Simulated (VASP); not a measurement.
## Be3CdS2: single point with PBE

The system is Be3CdS2.

```
CELL_PARAMETERS angstrom
2.83376 -4.90273 0.00000
2.83376 4.90273 0.00000
-0.02144 0.00000 3.23329
ATOMIC_POSITIONS crystal
Be 0.00000 0.50000 0.50000
Be 0.50000 0.00000 0.50000
Be 0.50000 0.50000 0.50000
Cd 0.00000 0.00000 0.00000
S 0.66800 0.33200 0.00000
S 0.33200 0.66800 0.00000
```

```json
{
  "Program": "VASP 6.6.1",
  "Task": "single point",
  "Functional": "PBE",
  "Potentials or basis": "VASP PAW PBE potentials, release 64 (Be, Cd, S)",
  "Cutoff": "600 eV",
  "k mesh": "4 × 4 × 6",
  "Occupations": "gaussian, width 0.1 eV",
  "Spin": "no spin polarisation",
  "Dipole correction": "no",
  "Further INCAR settings": "ALGO = Normal; EDIFF = 1e-06; NBANDS = 24"
}
```

The pressure is -3.5 GPa. The largest force is 0.017 eV/Å and the band gap on the k mesh is zero (band 15 reaches 6.72 eV, above the bottom of band 16 at 5.09 eV).

Forces in eV/Å, atoms in the order of the input:
```
Be   0.000  0.000  0.000
Be   0.000  0.000  0.000
Be   0.000  0.000  0.000
Cd   0.000  0.000  0.000
S    0.000  0.017  0.000
S    0.000 -0.017  0.000
```

Stress tensor (GPa, compression positive):
```
 0.01  0.00 -0.06
 0.00 -0.55  0.00
-0.06  0.00 -9.93
```

Levels at points of the mesh, in eV from the Fermi level:
| k point | band 11 | band 12 | band 13 | band 14 | band 15 | band 16 | band 17 | band 18 | band 19 | band 20 |
| --- | --- | --- | --- | --- | --- | --- | --- | --- | --- | --- |
| (0.00, 0.00, 0.00) | -5.53 | -4.37 | -4.30 | -2.48 | 0.75 | 0.85 | 1.64 | 2.11 | 3.54 | 3.61 |
| (0.50, 0.00, 0.00) | -4.05 | -3.77 | -3.26 | -2.82 | -0.01 | 0.20 | 1.51 | 2.90 | 3.06 | 3.52 |
| (0.50, 0.50, 0.00) | -4.03 | -3.80 | -3.21 | -2.74 | -0.02 | 0.22 | 1.50 | 2.90 | 3.07 | 3.47 |
| (0.00, 0.00, 0.50) | -6.04 | -3.50 | -3.41 | -0.71 | -0.67 | -0.67 | -0.44 | -0.40 | -0.11 | 4.36 |
| (0.50, 0.00, 0.50) | -5.72 | -3.90 | -2.96 | -2.56 | -1.57 | 0.10 | 1.12 | 1.60 | 2.66 | 3.28 |
| (0.50, 0.50, 0.50) | -5.71 | -3.90 | -3.00 | -2.52 | -1.58 | 0.16 | 1.17 | 1.62 | 2.68 | 3.34 |

It used 48 s of CPU time on 1 thread of Intel(R) Xeon(R) 6975P-C (Granite Rapids), on a shared host.
